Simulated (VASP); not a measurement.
# NaH in VASP: further runs

NaH is run at these levels: r2SCAN, PBE; tasks: single point.

All numbers are computed with VASP 6.6.1; they aren't measurements. Logs are shortened: lines on timing, memory, paths and dates and some standing lists are left out, and cuts for length are marked.

**1. The cell of the first run**

It takes space group F-43m (No. 216, cubic). Conventional cell: a = 5.194 Å, b = 5.194 Å, c = 5.194 Å, α = 90.00°, β = 90.00°, γ = 90.00°. Na (site symmetry -43m) has 4 H at 2.25 Å within 3.0 Å. Within 3.0 Å of H (site symmetry -43m) lie 4 Na at 2.25 Å.

**2. Single point, r2SCAN**

File POSCAR:

```
NaH
1.0
    0.0000000000      2.5969210561      2.5969210561
    2.5969210561      0.0000000000      2.5969210561
    2.5969210561      2.5969210561      0.0000000000
Na H
1 1
Direct
    0.0000000000      0.0000000000      0.0000000000
    0.2500000000      0.2500000000      0.2500000000
```

File INCAR.step1:

```
SYSTEM = NaH
PREC = Accurate ; ENCUT = 520
ISMEAR = 0 ; SIGMA = 0.01
LREAL = .FALSE. ; LASPH = .TRUE.
NELM = 80 ; NBANDS = 11
GGA = PE ; ALGO = Normal
EDIFF = 1E-4 ; LWAVE = .TRUE.
LCHARG = .FALSE.
```

File INCAR.step2:

```
SYSTEM = NaH
PREC = Accurate ; ENCUT = 520
EDIFF = 1E-6 ; ISMEAR = 0
SIGMA = 0.01 ; LREAL = .FALSE.
LASPH = .TRUE. ; NELM = 80
ALGO = Normal ; ISIF = 2
LWAVE = .FALSE. ; LCHARG = .FALSE.
METAGGA = R2SCAN ; LMIXTAU = .TRUE.
NBANDS = 11 ; ISTART = 1
```

File KPOINTS:

```
Automatic mesh
0
G
  8 8 8
  0 0 0
```

Potentials or basis: VASP PAW PBE potentials, release 64 (Na_pv, H).

Command:

```console
$ cat potpaw_PBE.64/Na_pv/POTCAR potpaw_PBE.64/H/POTCAR > POTCAR
$ cp INCAR.step1 INCAR
$ mpirun -np 1 vasp_std > vasp.out
$ cp INCAR.step2 INCAR
$ mpirun -np 1 vasp_std > vasp.out
```

OUTCAR:

```text
SYSTEM = NaH
   PREC = Accurate
   ENCUT = 520
   EDIFF = 1E-6
   ISMEAR = 0
   LREAL = .FALSE.
   LASPH = .TRUE.
   NELM = 80
   ISIF = 2
   METAGGA = R2SCAN
   ISTART = 1

 ion  position               nearest neighbor table
   1  0.000  0.000  0.000-
   2  0.250  0.250  0.250-

  LATTYP: Found a face centered cubic cell.
 ALAT       =     5.1938421122

  Lattice vectors:

 A1 = (   0.0000000000,   2.5969210561,   2.5969210561)
 A2 = (   2.5969210561,   0.0000000000,   2.5969210561)
 A3 = (   2.5969210561,   2.5969210561,   0.0000000000)

Analysis of symmetry for initial positions (statically):
=====================================================================
 Subroutine PRICEL returns:
 Original cell was already a primitive cell.

 Routine SETGRP: Setting up the symmetry group for a
 face centered cubic supercell.

 Subroutine GETGRP returns: Found 24 space group operations
 (whereof 24 operations were pure point group operations)
 out of a pool of 48 trial point group operations.

The static configuration has the point symmetry T_d .

Analysis of symmetry for dynamics (positions and initial velocities):
=====================================================================
 Subroutine PRICEL returns:
 Original cell was already a primitive cell.

 Routine SETGRP: Setting up the symmetry group for a
 face centered cubic supercell.

 Subroutine GETGRP returns: Found 24 space group operations
 (whereof 24 operations were pure point group operations)
 out of a pool of 48 trial point group operations.

The dynamic configuration has the point symmetry T_d .

 Subroutine INISYM returns: Found 24 space group operations
 (whereof 24 operations are pure point group operations),
 and found     1 'primitive' translations

----------------------------------------------------------------------------------------

                                     Primitive cell

  volume of cell :      35.0273

  direct lattice vectors                    reciprocal lattice vectors
     0.000000000  2.596921056  2.596921056    -0.192535695  0.192535695  0.192535695
     2.596921056  0.000000000  2.596921056     0.192535695 -0.192535695  0.192535695
     2.596921056  2.596921056  0.000000000     0.192535695  0.192535695 -0.192535695

  length of vectors
     3.672600978  3.672600978  3.672600978     0.333481606  0.333481606  0.333481606

  position of ions in fractional coordinates (direct lattice)
     0.000000000  0.000000000  0.000000000
     0.250000000  0.250000000  0.250000000

  ion indices of the primitive-cell ions
   primitive index   ion index
                 1           1
                 2           2

----------------------------------------------------------------------------------------

 KPOINTS: Automatic mesh

Automatic generation of k-mesh.
 Grid dimensions read from file:
 generate k-points for:    8    8    8

 Generating k-lattice:

  Cartesian coordinates                     Fractional coordinates (reciprocal lattice)
    -0.024066962  0.024066962  0.024066962     0.125000000  0.000000000  0.000000000
     0.024066962 -0.024066962  0.024066962     0.000000000  0.125000000  0.000000000
     0.024066962  0.024066962 -0.024066962     0.000000000  0.000000000  0.125000000

  Length of vectors
     0.041685201  0.041685201  0.041685201

  Shift w.r.t. Gamma in fractional coordinates (k-lattice)
     0.000000000  0.000000000  0.000000000

 Subroutine IBZKPT returns following result:
 ===========================================

 Found     29 irreducible k-points:

 Following reciprocal coordinates:
            Coordinates               Weight
  0.000000  0.000000  0.000000      1.000000
  0.125000  0.000000  0.000000      8.000000
  0.250000  0.000000  0.000000      8.000000
  0.375000  0.000000  0.000000      8.000000
  0.500000  0.000000  0.000000      4.000000
  0.125000  0.125000  0.000000      6.000000
[... 16 lines left out ...]
  0.500000  0.250000  0.125000     48.000000
 -0.375000  0.250000  0.125000     24.000000
 [... further k-points ...]
   k-points           NKPTS =     29   k-points in BZ     NKDIM =     29   number of bands    NBANDS=     11
   number of dos      NEDOS =    301   number of ions     NIONS =      2
   total plane-waves  NPLWV =  21952
   dimension x,y,z NGX =    28 NGY =   28 NGZ =   28
   dimension x,y,z NGXF=    56 NGYF=   56 NGZF=   56
   ions per type =               1   1
   NGX,Y,Z   is equivalent  to a cutoff of  12.67, 12.67, 12.67 a.u.
   NGXF,Y,Z  is equivalent  to a cutoff of  25.35, 25.35, 25.35 a.u.
 SYSTEM =  NaH
   PREC   = accura    normal or accurate (medium, high low for compatibility)
   ISTART =      1    job   : 0-new  1-cont  2-samecut
   ICHARG =      0    charge: 1-file 2-atom 10-const
   ISPIN  =      1    spin polarized calculation?
   LNONCOLLINEAR =      F non collinear calculations
   LSORBIT =      F    spin-orbit coupling
   LASPH  =      T    aspherical Exc in radial PAW
   ENCUT  =  520.0 eV  38.22 Ry    6.18 a.u.   6.83  6.83  6.83*2*pi/ulx,y,z
   NELM   =     80;   NELMIN=  2; NELMDL=  0     # of ELM steps
   EDIFF  = 0.1E-05   stopping-criterion for ELM
   LREAL  =      F    real-space projection
   EDIFFG = 0.1E-04   stopping-criterion for IOM
   NSW    =      0    number of steps for IOM
   IBRION =     -1    ionic relax: 0-MD 1-quasi-New 2-CG
   NFREE  =      0    steps in history (QN), initial steepest desc. (CG)
   ISIF   =      2    stress and relaxation
   ISYM   =      2    0-nonsym 1-usesym 2-fastsym
   POTIM  = 0.5000    time-step for ionic-motion
   TEBEG  =    0.0;   TEEND  =   0.0 temperature during run
   PSTRESS=    0.0 pullay stress
   NELECT =       8.0000    total number of electrons
   NUPDOWN=      -1.0000    fix difference up-down
   EMIN   =  10.00;   EMAX   =-10.00  energy-range for DOS
   EFERMI =   0.00;   METHOD = LEGACY
   ISMEAR =     0;   SIGMA  =   0.01  broadening in eV -4-tet -1-fermi 0-gaus
   EFERMI_NEDOS =   21; number of points for ismear=-14 and -15
   IALGO  =     38    algorithm
   IMIX   =      4    mixing-type and parameters
     AMIX     =   0.40;   BMIX     =  1.00
     AMIX_MAG =   1.60;   BMIX_MAG =  1.00
  volume/ion in A,a.u.               =      17.51       118.19
  Fermi-wavevector in a.u.,A,eV,Ry     =   1.000697  1.891044 13.624808  1.001395
  Thomas-Fermi vector in A             =   2.133071
   LORBIT       =      0    0 simple, 1 ext, 2 COOP (PROOUT), +10 PAW based schemes
   METAGGA = R2SCAN    functional components
   LHFCALC =     F    Hartree Fock is set to
   AEXX    =    0.0000 exact exchange contribution
   IVDW    =     0    specifies the selected vdW correction
   LEPSILON=     F    determine dielectric tensor
   LRPA    =     F    only Hartree local field effects (RPA)
 non-spin polarized calculation
 Gauss-broadening in eV      SIGMA  =   0.01
  energy-cutoff  :      520.00
  volume of cell :       35.03
 maximum number of plane-waves:       960
   NGX = 13   NGY = 13   NGZ = 13

 number of electron       8.0000009 magnetization

 Free energy of the ion-electron system (eV)
  ---------------------------------------------------
  ext. energy  EPLUGINS =         0.00000000
  ---------------------------------------------------
  free energy    TOTEN  =        -7.45969873 eV

  energy without entropy =       -7.45969873  energy(sigma->0) =       -7.45969873

 E-fermi :  -2.1548     XC(G=0):  -7.2118

 val. band max:       -2.2101177583   @ k =  -0.2500   0.5000   0.2500
 cond. band min:       1.8401173147   @ k =   0.5000   0.0000   0.0000
 fundamental gap:      4.0502350730
 Fermi energy:        -2.1547850120

 k-point     1 :       0.0000    0.0000    0.0000
  band No.  band energies     occupation
      1     -24.9892      2.00000
      2     -24.9888      2.00000
      3     -24.9888      2.00000
      4      -5.0059      2.00000
      5       6.6359      0.00000
      6      11.6020      0.00000
      7      11.6020      0.00000
      8      11.6020      0.00000
      9      14.9075      0.00000
     10      14.9075      0.00000
     11      14.9080      0.00000

 k-point     2 :       0.1250    0.0000    0.0000
  band No.  band energies     occupation
      1     -24.9957      2.00000
      2     -24.9901      2.00000
      3     -24.9897      2.00000
      4      -4.7870      2.00000
      5       5.8893      0.00000
      6      11.0424      0.00000
      7      11.4049      0.00000
      8      11.4050      0.00000
      9      15.2958      0.00000
     10      15.2960      0.00000
     11      15.3097      0.00000

 k-point     3 :       0.2500    0.0000    0.0000
  band No.  band energies     occupation
      1     -25.0121      2.00000
      2     -24.9923      2.00000
      3     -24.9919      2.00000
      4      -4.1757      2.00000
      5       4.2449      0.00000
      6      10.1176      0.00000
      7      11.1036      0.00000
      8      11.1037      0.00000
      9      14.3166      0.00000
     10      14.3169      0.00000
     11      15.3806      0.00000

 k-point     4 :       0.3750    0.0000    0.0000
  band No.  band energies     occupation
      1     -25.0284      2.00000
      2     -24.9945      2.00000
      3     -24.9941      2.00000
      4      -3.3620      2.00000
      5       2.6028      0.00000
      6       9.5212      0.00000
      7      10.9530      0.00000
      8      10.9532      0.00000
      9      13.2809      0.00000
     10      13.2815      0.00000
     11      14.5835      0.00000
[... 239 lines left out ...]
 k-point    22 :       0.3750    0.2500    0.1250
  band No.  band energies     occupation
      1     -25.0167      2.00000
      2     -25.0002      2.00000
      3     -24.9947      2.00000
      4      -3.6775      2.00000
      5       3.9355      0.00000
      6       7.8033      0.00000
      7       9.5806      0.00000
      8      11.3621      0.00000
      9      14.0006      0.00000
     10      14.5243      0.00000
     11      16.3138      0.00000

 k-point    23 :       0.5000    0.2500    0.1250
  band No.  band energies     occupation
      1     -25.0253      2.00000
      2     -25.0054      2.00000
      3     -24.9973      2.00000
      4      -2.9654      2.00000
      5       3.0044      0.00000
      6       6.6754      0.00000
      7       8.6201      0.00000
      8      11.7423      0.00000
      9      13.2691      0.00000
     10      15.8474      0.00000
     11      16.5610      0.00000

 k-point    24 :      -0.3750    0.2500    0.1250
  band No.  band energies     occupation
      1     -25.0289      2.00000
      2     -25.0072      2.00000
      3     -24.9987      2.00000
      4      -2.5875      2.00000
      5       2.5078      0.00000
      6       6.3503      0.00000
      7       8.2366      0.00000
      8      11.9989      0.00000
      9      12.7318      0.00000
     10      16.5006      0.00000
     11      17.9644      0.00000

 [... further k-points ...]

------------------------ aborting loop because EDIFF is reached ----------------------------------------

  FORCE on cell =-STRESS in cart. coord.  units (eV):
  Direction    XX          YY          ZZ          XY          YZ          ZX
  --------------------------------------------------------------------------------------
  -------------------------------------------------------------------------------------
  Total       -0.0331425     -0.0331425     -0.0331425      0.0000000      0.0000000      0.0000000
  in kB       -1.5159647     -1.5159647     -1.5159647      0.0000000      0.0000000      0.0000000
  external PRESSURE =      -1.5159647 kB  Pullay stress =       0.0000000 kB

 VOLUME and BASIS-vectors are now :
 -----------------------------------------------------------------------------
  energy-cutoff  :      520.00
  volume of cell :       35.03
      direct lattice vectors                 reciprocal lattice vectors
     0.000000000  2.596921056  2.596921056    -0.192535695  0.192535695  0.192535695
     2.596921056  0.000000000  2.596921056     0.192535695 -0.192535695  0.192535695
     2.596921056  2.596921056  0.000000000     0.192535695  0.192535695 -0.192535695

 POSITION                                       TOTAL-FORCE (eV/Angst)
 -----------------------------------------------------------------------------------
      0.00000      0.00000      0.00000        -0.000000     -0.000000     -0.000000
      1.29846      1.29846      1.29846         0.000000      0.000000      0.000000
 -----------------------------------------------------------------------------------
    total drift:                               -0.000000     -0.000000     -0.000000

  FREE ENERGIE OF THE ION-ELECTRON SYSTEM (eV)
  ---------------------------------------------------
  free  energy   TOTEN  =        -7.4596987266 eV

  energy  without entropy=       -7.4596987266  energy(sigma->0) =       -7.45969873
```

Wall time 38 s (1 thread of Intel Xeon Platinum 8375C at 2.90GHz (Ice Lake), shared host); peak memory 0.15 GiB.

What came out:

```yaml
Free_energy: -7.4597 eV
Pressure: -0.2 GPa
Band_gap_on_the_k_mesh: 4.05 eV, indirect (least direct gap 4.74 eV)
```

Caveat: the PAW data sets were made with another functional, which shifts forces and pressure a little. r2SCAN opens gaps a little over a GGA but as a rule still falls short of measured ones.

**3. Single point, PBE (epitaxial xy strain -1.0%)**

File INCAR:

```
SYSTEM = NaH
ALGO = Normal
EDIFF = 1E-6
ENCUT = 520
GGA = PE
ISIF = 2
ISMEAR = -1
LASPH = .True.
LCHARG = .False.
LREAL = .False.
LWAVE = .False.
NBANDS = 11
NELM = 80
PREC = Accurate
SIGMA = 0.02
```

File KPOINTS:

```
k-points
0
Gamma
  8 8 8
  0 0 0
```

File POSCAR:

```
NaH
1.0
    0.0000000000      2.5709518455      2.6352071158
    2.5709518455      0.0000000000      2.6352071158
    2.5709518455      2.5709518455      0.0000000000
Na H
1 1
Direct
    0.0000000000      0.0000000000      0.0000000000
    0.2500000000      0.2500000000      0.2500000000
```

Potentials or basis: VASP PAW PBE potentials, release 64 (Na_pv, H).

Command:

```console
$ cat potpaw_PBE.64/Na_pv/POTCAR potpaw_PBE.64/H/POTCAR > POTCAR
$ mpirun -np 1 vasp_std > vasp.out
```

Wall time 18 s (1 thread of Intel Xeon Platinum 8375C at 2.90GHz (Ice Lake), shared host); peak memory 0.16 GiB.

It converged, with:

```
Free energy            : -4.9893 eV
Pressure               : 0.3 GPa
Band gap on the k mesh : 3.59 eV, indirect (least direct gap 4.32 eV)
```

Stress tensor (GPa, compression positive):
```
0.37 0.00 0.00
0.00 0.37 0.00
0.00 0.00 0.23
```

Levels at points of the mesh, in eV from the valence-band top:
```
           k point  band 1  band 2  band 3  band 4  band 5  band 6  band 7  band 8
(0.00, 0.00, 0.00)  -22.01  -22.01  -22.01   -2.88    8.22   13.32   13.36   13.36
(0.50, 0.00, 0.00)  -22.06  -22.02  -22.01   -0.73    3.59   10.67   12.43   12.77
(0.50, 0.50, 0.00)  -22.05  -22.03  -22.03   -0.18    4.87    7.50    9.93    9.93
(0.50, 0.00, 0.50)  -22.06  -22.03  -22.02   -0.07    5.10    7.42    9.65    9.67
```

Caveat: the cell differs from its parent crystal (epitaxial xy strain -1.0%).

(Continued in part 2 of 2.)
